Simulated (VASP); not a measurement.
# Cu (Fm-3m) in VASP: further runs

Cu is run at these levels: r2SCAN; tasks: single point, relaxation of cell and atoms.

Program: VASP 6.6.1. These are calculated values, not measurements. Logs are shortened: lines on timing, memory, paths and dates and some standing lists are left out, and cuts for length are marked.

## (1) The cell of the first run

Symmetry: Fm-3m, No. 225, cubic system. Conventional cell: a = 3.576 Å, b = 3.576 Å, c = 3.576 Å, α = 90.00°, β = 90.00°, γ = 90.00°. Cu (site symmetry m-3m) has 12 Cu at 2.53 Å within 3.3 Å.

## (2) Single point, r2SCAN

The input, POSCAR:

```
Cu
1.0
    0.0000000000      1.7881422212      1.7881422212
    1.7881422212      0.0000000000      1.7881422212
    1.7881422212      1.7881422212      0.0000000000
Cu
1
Direct
    0.0000000000      0.0000000000      0.0000000000
```

The input, INCAR.step1:

```
  PREC = Accurate
  ENCUT = 520
  ISMEAR = -1
  SIGMA = 0.1
  LREAL = F
  LASPH = T
  NELM = 80
  NBANDS = 12
  GGA = PE
  ALGO = Normal
  EDIFF = 1E-4
  LWAVE = T
  LCHARG = F
```

The input, INCAR.step2:

```
  PREC = Accurate
  ENCUT = 520
  EDIFF = 1E-6
  ISMEAR = -1
  SIGMA = 0.1
  LREAL = F
  LASPH = T
  NELM = 80
  ALGO = Normal
  ISIF = 2
  LWAVE = F
  LCHARG = T
  METAGGA = R2SCAN
  LMIXTAU = T
  LELF = T
  LVHAR = T
  NBANDS = 12
  ISTART = 1
```

The input, KPOINTS:

```
Automatic mesh
0
Gamma
  21 21 21
```

Potentials or basis: VASP PAW PBE potentials, release 64 (Cu).

On the command line:

```console
$ cat potpaw_PBE.64/Cu/POTCAR > POTCAR
$ cp INCAR.step1 INCAR
$ mpirun -np 1 vasp_std > vasp.out
$ cp INCAR.step2 INCAR
$ mpirun -np 1 vasp_std > vasp.out
```

OUTCAR:

```text
PREC = Accurate
   ENCUT = 520
   EDIFF = 1E-6
   ISMEAR = -1
   LREAL = F
   LASPH = T
   NELM = 80
   ISIF = 2
   METAGGA = R2SCAN
   ISTART = 1

 ion  position               nearest neighbor table
   1  0.000  0.000  0.000-

  LATTYP: Found a face centered cubic cell.
 ALAT       =     3.5762844424

  Lattice vectors:

 A1 = (   0.0000000000,   1.7881422212,   1.7881422212)
 A2 = (   1.7881422212,   0.0000000000,   1.7881422212)
 A3 = (   1.7881422212,   1.7881422212,   0.0000000000)

Analysis of symmetry for initial positions (statically):
=====================================================================
 Subroutine PRICEL returns:
 Original cell was already a primitive cell.

 Routine SETGRP: Setting up the symmetry group for a
 face centered cubic supercell.

 Subroutine GETGRP returns: Found 48 space group operations
 (whereof 48 operations were pure point group operations)
 out of a pool of 48 trial point group operations.

The static configuration has the point symmetry O_h .

Analysis of symmetry for dynamics (positions and initial velocities):
=====================================================================
 Subroutine PRICEL returns:
 Original cell was already a primitive cell.

 Routine SETGRP: Setting up the symmetry group for a
 face centered cubic supercell.

 Subroutine GETGRP returns: Found 48 space group operations
 (whereof 48 operations were pure point group operations)
 out of a pool of 48 trial point group operations.

The dynamic configuration has the point symmetry O_h .

 Subroutine INISYM returns: Found 48 space group operations
 (whereof 48 operations are pure point group operations),
 and found     1 'primitive' translations

----------------------------------------------------------------------------------------

                                     Primitive cell

  volume of cell :      11.4350

  direct lattice vectors                    reciprocal lattice vectors
     0.000000000  1.788142221  1.788142221    -0.279619817  0.279619817  0.279619817
     1.788142221  0.000000000  1.788142221     0.279619817 -0.279619817  0.279619817
     1.788142221  1.788142221  0.000000000     0.279619817  0.279619817 -0.279619817

  length of vectors
     2.528814981  2.528814981  2.528814981     0.484315729  0.484315729  0.484315729

  position of ions in fractional coordinates (direct lattice)
     0.000000000  0.000000000  0.000000000

  ion indices of the primitive-cell ions
   primitive index   ion index
                 1           1

----------------------------------------------------------------------------------------

 KPOINTS: Automatic mesh

Automatic generation of k-mesh.
 Grid dimensions read from file:
 generate k-points for:   21   21   21

 Generating k-lattice:

  Cartesian coordinates                     Fractional coordinates (reciprocal lattice)
    -0.013315229  0.013315229  0.013315229     0.047619048  0.000000000  0.000000000
     0.013315229 -0.013315229  0.013315229     0.000000000  0.047619048  0.000000000
     0.013315229  0.013315229 -0.013315229     0.000000000  0.000000000  0.047619048

  Length of vectors
     0.023062654  0.023062654  0.023062654

  Shift w.r.t. Gamma in fractional coordinates (k-lattice)
     0.000000000  0.000000000  0.000000000

 Subroutine IBZKPT returns following result:
 ===========================================

 Found    286 irreducible k-points:

 Following reciprocal coordinates:
            Coordinates               Weight
  0.000000  0.000000  0.000000      1.000000
  0.047619  0.000000  0.000000      8.000000
  0.095238  0.000000  0.000000      8.000000
  0.142857  0.000000  0.000000      8.000000
  0.190476  0.000000  0.000000      8.000000
  0.238095  0.000000  0.000000      8.000000
[... 16 lines left out ...]
 -0.428571  0.047619  0.000000     24.000000
 -0.380952  0.047619  0.000000     24.000000
 [... further k-points ...]
   k-points           NKPTS =    286   k-points in BZ     NKDIM =    286   number of bands    NBANDS=     12
   number of dos      NEDOS =    301   number of ions     NIONS =      1
   total plane-waves  NPLWV =   8000
   dimension x,y,z NGX =    20 NGY =   20 NGZ =   20
   dimension x,y,z NGXF=    40 NGYF=   40 NGZF=   40
   ions per type =               1
   NGX,Y,Z   is equivalent  to a cutoff of  13.15, 13.15, 13.15 a.u.
   NGXF,Y,Z  is equivalent  to a cutoff of  26.30, 26.30, 26.30 a.u.
 SYSTEM =  unknown system
   PREC   = accura    normal or accurate (medium, high low for compatibility)
   ISTART =      1    job   : 0-new  1-cont  2-samecut
   ICHARG =      0    charge: 1-file 2-atom 10-const
   ISPIN  =      1    spin polarized calculation?
   LNONCOLLINEAR =      F non collinear calculations
   LSORBIT =      F    spin-orbit coupling
   LASPH  =      T    aspherical Exc in radial PAW
   ENCUT  =  520.0 eV  38.22 Ry    6.18 a.u.   4.70  4.70  4.70*2*pi/ulx,y,z
   NELM   =     80;   NELMIN=  2; NELMDL=  0     # of ELM steps
   EDIFF  = 0.1E-05   stopping-criterion for ELM
   LREAL  =      F    real-space projection
   EDIFFG = 0.1E-04   stopping-criterion for IOM
   NSW    =      0    number of steps for IOM
   IBRION =     -1    ionic relax: 0-MD 1-quasi-New 2-CG
   NFREE  =      0    steps in history (QN), initial steepest desc. (CG)
   ISIF   =      2    stress and relaxation
   ISYM   =      2    0-nonsym 1-usesym 2-fastsym
   POTIM  = 0.5000    time-step for ionic-motion
   TEBEG  =    0.0;   TEEND  =   0.0 temperature during run
   PSTRESS=    0.0 pullay stress
   NELECT =      11.0000    total number of electrons
   NUPDOWN=      -1.0000    fix difference up-down
   EMIN   =  10.00;   EMAX   =-10.00  energy-range for DOS
   EFERMI =   0.00;   METHOD = LEGACY
   ISMEAR =    -1;   SIGMA  =   0.10  broadening in eV -4-tet -1-fermi 0-gaus
   EFERMI_NEDOS =   21; number of points for ismear=-14 and -15
   IALGO  =     38    algorithm
   IMIX   =      4    mixing-type and parameters
     AMIX     =   0.40;   BMIX     =  1.00
     AMIX_MAG =   1.60;   BMIX_MAG =  1.00
  volume/ion in A,a.u.               =      11.44        77.17
  Fermi-wavevector in a.u.,A,eV,Ry     =   1.616071  3.053931 35.534122  2.611684
  Thomas-Fermi vector in A             =   2.710716
   LORBIT       =      0    0 simple, 1 ext, 2 COOP (PROOUT), +10 PAW based schemes
   METAGGA = R2SCAN    functional components
   LHFCALC =     F    Hartree Fock is set to
   AEXX    =    0.0000 exact exchange contribution
   IVDW    =     0    specifies the selected vdW correction
   LEPSILON=     F    determine dielectric tensor
   LRPA    =     F    only Hartree local field effects (RPA)
 non-spin polarized calculation
  energy-cutoff  :      520.00
  volume of cell :       11.44
 maximum number of plane-waves:       331
   NGX =  9   NGY =  9   NGZ =  9

 number of electron      11.0000012 magnetization

 Free energy of the ion-electron system (eV)
  ---------------------------------------------------
  ext. energy  EPLUGINS =         0.00000000
  ---------------------------------------------------
  free energy    TOTEN  =       -10.83029922 eV

  energy without entropy =      -10.82005977  energy(sigma->0) =      -10.82517950

 E-fermi :   7.8332     XC(G=0): -13.9646

 val. band max:        7.7683150461   @ k =  -0.4762   0.0952   0.0000
 cond. band min:       7.8344619697   @ k =  -0.3333   0.1905   0.0000
 fundamental gap:      0.0661469236
 Fermi energy:         7.8332491925

 k-point     1 :       0.0000    0.0000    0.0000
  band No.  band energies     occupation
      1      -2.1260      2.00000
      2       4.5570      2.00000
      3       4.5570      2.00000
      4       4.5570      2.00000
      5       5.4151      2.00000
      6       5.4151      2.00000
      7      31.4521      0.00000
      8      34.7435      0.00000
      9      34.7435      0.00000
     10      34.7438      0.00000
     11      37.1586      0.00000
     12      37.1587      0.00000

 k-point     2 :       0.0476    0.0000    0.0000
  band No.  band energies     occupation
      1      -2.0380      2.00000
      2       4.5375      2.00000
      3       4.5739      2.00000
      4       4.5740      2.00000
      5       5.4082      2.00000
      6       5.4082      2.00000
      7      31.0427      0.00000
      8      33.4228      0.00000
      9      34.4268      0.00000
     10      34.4271      0.00000
     11      37.5967      0.00000
     12      37.5968      0.00000

 k-point     3 :       0.0952    0.0000    0.0000
  band No.  band energies     occupation
      1      -1.7762      2.00000
      2       4.4831      2.00000
      3       4.6197      2.00000
      4       4.6198      2.00000
      5       5.3922      2.00000
      6       5.3923      2.00000
      7      29.2778      0.00000
      8      32.4978      0.00000
      9      33.8183      0.00000
     10      33.8185      0.00000
     11      38.5390      0.00000
     12      38.5391      0.00000
[... 286 lines left out ...]
 k-point    23 :      -0.4286    0.0476    0.0000
  band No.  band energies     occupation
      1       2.3547      2.00000
      2       4.4976      2.00000
      3       4.5471      2.00000
      4       5.5548      2.00000
      5       5.9607      2.00000
      6       6.6613      1.99998
      7      12.8022      0.00000
      8      29.0193      0.00000
      9      30.7948      0.00000
     10      31.4822      0.00000
     11      34.7163      0.00000
     12      35.8479      0.00000

 k-point    24 :      -0.3810    0.0476    0.0000
  band No.  band energies     occupation
      1       2.1454      2.00000
      2       4.5396      2.00000
      3       4.5815      2.00000
      4       5.1063      2.00000
      5       5.8521      2.00000
      6       6.2161      2.00000
      7      14.3960      0.00000
      8      28.9284      0.00000
      9      31.0454      0.00000
     10      32.1662      0.00000
     11      34.6433      0.00000
     12      36.2881      0.00000

 [... further k-points ...]

------------------------ aborting loop because EDIFF is reached ----------------------------------------

  FORCE on cell =-STRESS in cart. coord.  units (eV):
  Direction    XX          YY          ZZ          XY          YZ          ZX
  --------------------------------------------------------------------------------------
  -------------------------------------------------------------------------------------
  Total        0.0374378      0.0374378      0.0374378      0.0000000      0.0000000      0.0000000
  in kB        5.2454703      5.2454703      5.2454703      0.0000000      0.0000000      0.0000000
  external PRESSURE =       5.2454703 kB  Pullay stress =       0.0000000 kB

 VOLUME and BASIS-vectors are now :
 -----------------------------------------------------------------------------
  energy-cutoff  :      520.00
  volume of cell :       11.44
      direct lattice vectors                 reciprocal lattice vectors
     0.000000000  1.788142221  1.788142221    -0.279619817  0.279619817  0.279619817
     1.788142221  0.000000000  1.788142221     0.279619817 -0.279619817  0.279619817
     1.788142221  1.788142221  0.000000000     0.279619817  0.279619817 -0.279619817

 POSITION                                       TOTAL-FORCE (eV/Angst)
 -----------------------------------------------------------------------------------
      0.00000      0.00000      0.00000         0.000000     -0.000000     -0.000000
 -----------------------------------------------------------------------------------
    total drift:                                0.000000      0.000000      0.000000

  FREE ENERGIE OF THE ION-ELECTRON SYSTEM (eV)
  ---------------------------------------------------
  free  energy   TOTEN  =       -10.8302992244 eV

  energy  without entropy=      -10.8200597657  energy(sigma->0) =      -10.82517950
```

Wall time 2.2 min (1 thread of Intel Xeon Platinum 8259CL at 2.50GHz (Skylake/Cascade Lake), shared host); peak memory 0.16 GiB.

Results:

```
Free energy            : -10.8303 eV
Pressure               : 0.5 GPa
Band gap on the k mesh : zero (an odd number of electrons rules out a gap without spin polarisation)
```

Caveat: the PAW data sets were made with another functional, which shifts forces and pressure a little.

## (3) Single point, r2SCAN

This run uses another cell than the first one: it holds 3 atoms, not 1.

The input, POSCAR:

```
Cu
1.0
    0.0000000000      1.7881422212     -1.7881422212
   -1.7881422212      0.0000000000      1.7881422212
    3.5762844424      3.5762844424      3.5762844424
Cu
3
Direct
    0.0000000000      0.0000000000      0.0000000000
    0.3333333330      0.6666666670      0.3333333330
    0.6666666670      0.3333333330      0.6666666670
```

The input, INCAR.step1:

```
ALGO = Normal
EDIFF = 1E-4
ENCUT = 520
GGA = PE
ISMEAR = -1
LASPH = True
LCHARG = False
LREAL = False
LWAVE = True
NBANDS = 24
NELM = 100
PREC = Accurate
SIGMA = 0.1
```

The input, INCAR.step2:

```
ALGO = Normal
EDIFF = 1E-7
ENCUT = 520
ISIF = 2
ISMEAR = -1
ISTART = 1
LASPH = True
LCHARG = False
LMIXTAU = True
LREAL = False
LWAVE = False
METAGGA = R2SCAN
NBANDS = 24
NELM = 100
PREC = Accurate
SIGMA = 0.1
```

The input, KPOINTS:

```
k-points
0
Gamma
  16 16 6
```

Potentials or basis: VASP PAW PBE potentials, release 64 (Cu).

On the command line:

```console
$ cat potpaw_PBE.64/Cu/POTCAR > POTCAR
$ cp INCAR.step1 INCAR
$ mpirun -np 1 vasp_std > vasp.out
$ cp INCAR.step2 INCAR
$ mpirun -np 1 vasp_std > vasp.out
```

Run time: 6.4 min. Hardware: 1 thread of Intel Xeon Platinum 8259CL at 2.50GHz (Skylake/Cascade Lake), shared host; peak memory 0.23 GiB.

It converged, with:

```yaml
Free_energy: -32.4947 eV
Pressure: 0.8 GPa
Band_gap_on_the_k_mesh: zero (an odd number of electrons rules out a gap without spin polarisation)
```

Levels at points of the mesh, in eV from the Fermi level:
```csv
k point,band 14,band 15,band 16,band 17,band 18,band 19,band 20,band 21
"(0.00, 0.00, 0.00)",-2.39,-2.06,-2.06,-2.06,-2.06,9.21,9.21,22.90
"(0.50, 0.00, 0.00)",-1.61,-1.61,0.48,0.48,1.56,5.44,5.44,7.66
"(0.00, 0.00, 0.50)",-2.42,-2.42,-1.77,-1.77,-1.15,4.13,17.67,17.67
"(0.50, 0.00, 0.50)",-1.70,-1.70,-1.15,1.29,1.29,4.13,9.54,9.54
```

Caveat: the PAW data sets were made with another functional, which shifts forces and pressure a little.

## (4) Relaxation of cell and atoms, r2SCAN

The input, POSCAR:

```
Cu
1.0
    0.0000000000      1.7881422212      1.7881422212
    1.7881422212      0.0000000000      1.7881422212
    1.7881422212      1.7881422212      0.0000000000
Cu
1
Direct
    0.0000000000      0.0000000000      0.0000000000
```

The input, INCAR.step1:

```
ALGO = Normal
EDIFF = 1E-4
ENCUT = 600
GGA = PE
ISMEAR = -1
LASPH = T
LCHARG = F
LREAL = F
LWAVE = T
NELM = 60
PREC = Accurate
SIGMA = 0.1
```

The input, INCAR.step2:

```
ALGO = Normal
EDIFF = 1E-6
EDIFFG = -0.005
ENCUT = 600
IBRION = 2
ISIF = 3
ISMEAR = -1
ISTART = 1
LASPH = T
LCHARG = F
LMIXTAU = T
LREAL = F
LWAVE = F
METAGGA = R2SCAN
NELM = 60
NSW = 60
PREC = Accurate
SIGMA = 0.1
```

The input, KPOINTS:

```
k-points
0
Gamma
  21 21 21
```

On the command line:

```console
$ cat potpaw_PBE.64/Cu/POTCAR > POTCAR
$ cp INCAR.step1 INCAR
$ mpirun -np 1 vasp_std > vasp.out
$ cp INCAR.step2 INCAR
$ mpirun -np 1 vasp_std > vasp.out
```

Run time: 4 min. Hardware: 1 thread of Intel Xeon Platinum 8259CL at 2.50GHz (Skylake/Cascade Lake), shared host; peak memory 0.16 GiB.

Results (log left out):

```yaml
Free_energy: -10.8307 eV
Relaxed_volume: 11.49 Å³/atom
Relaxed_cell: a = 2.533 Å, b = 2.533 Å, c = 2.533 Å, α = 60.00°, β = 60.00°, γ = 60.00°
Space_group_after_relaxing_to_0.1_Å: Fm-3m (No. 225)
Energy_gained_by_relaxing: 0.1 meV/atom
Ionic_steps: 3
Pressure_after_relaxing: 0.0 GPa
Band_gap_on_the_k_mesh: zero (an odd number of electrons rules out a gap without spin polarisation)
```

The path:
| step | energy change (eV) | largest force (eV/Å) | pressure (GPa) | volume (Å³) |
| --- | --- | --- | --- | --- |
| 1 | 0.0000 | 0.0000 | 0.63 | 11.43 |
| 2 | -0.0001 | 0.0000 | -0.36 | 11.51 |
| 3 | -0.0001 | 0.0000 | -0.04 | 11.49 |

Final structure:
```
Cu
1.0
     0.00000    1.79096    1.79096
     1.79096    0.00000    1.79096
     1.79096    1.79096    0.00000
Cu
1
Direct
  0.00000 0.00000 0.00000
```

Levels at points of the mesh, in eV from the Fermi level:
```csv
k point,band 2,band 3,band 4,band 5,band 6,band 7,band 8,band 9
"(0.00, 0.00, 0.00)",-3.26,-3.26,-3.26,-2.41,-2.41,23.58,26.83,26.83
```

Caveat: the PAW data sets were made with another functional, which shifts forces and pressure a little.

## (5) Summary

| task | cell | k mesh | cutoff (eV) | gap on the mesh (eV) | pressure (GPa) |
| --- | --- | --- | --- | --- | --- |
| single point | a = 2.529 Å, angles 60.0°, 1 atom, atomic positions A | 21 × 21 × 21 | 520 | none | 0.5 |
| single point | a = 2.529, b = 2.529, c = 6.194 Å, angles 90.0, 90.0, 120.0°, 3 atoms, atomic positions B | 16 × 16 × 6 | 520 | none | 0.8 |
| relaxation of cell and atoms | relaxed from a = 2.529 Å, angles 60.0°, 1 atom, atomic positions A | 21 × 21 × 21 | 600 | none | 0.0 |

Alike in all rows: level r2SCAN; potentials or basis VASP PAW PBE potentials, release 64 (Cu); no spin polarisation; smearing fermi-dirac 0.1 eV.

Caveats: the PAW data sets were made with another functional, which shifts forces and pressure a little.

Total energies depend on the potentials used, so only differences within one code and one set of settings carry meaning.
